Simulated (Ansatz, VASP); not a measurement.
## GaSe: VASP beside Ansatz

```
CELL_PARAMETERS angstrom
3.76950 0.00000 0.00000
-1.88475 3.26448 0.00000
0.00000 0.00000 15.96518
ATOMIC_POSITIONS crystal
Ga 0.33333 0.66667 0.17348
Ga 0.66667 0.33333 0.67348
Ga 0.33333 0.66667 0.32652
Ga 0.66667 0.33333 0.82652
Se 0.33333 0.66667 0.59970
Se 0.66667 0.33333 0.09970
Se 0.33333 0.66667 0.90030
Se 0.66667 0.33333 0.40030
```

Alike in both runs: functional PBE; dispersion D3(BJ); k mesh 9 × 9 × 2; occupations gaussian, width 0.02 eV; no spin polarisation.

Ansatz relaxed the structure, and its values are those at the end. VASP's run is a single point on that final structure, the one shown.

|  | VASP | Ansatz |
| --- | --- | --- |
| version | VASP 6.6.1 | Ansatz 0.2.0 |
| potentials or method | VASP PAW PBE potentials, release 64 (Ga_d, Se), cutoff 500 eV | scalar-relativistic, plane waves, PAW |
| valence electrons in the cell | 76 | 116 |

VASP gave:

- gap on the k mesh at the Fermi level (eV): 0.85
- least direct gap on the mesh (eV): 0.85
- pressure (GPa): 0.2
- rms of the force components (eV/Å): 0.014

Problem. What did Ansatz give for the same quantities?

Solution. gap on the k mesh at the Fermi level (eV): 0.87; least direct gap on the mesh (eV): 0.87; pressure (GPa): 0.0; rms of the force components (eV/Å): 0.001.

VASP's potentials hold 76 valence electrons a cell and Ansatz's 116, so a difference there can come from the potentials and not from the codes.
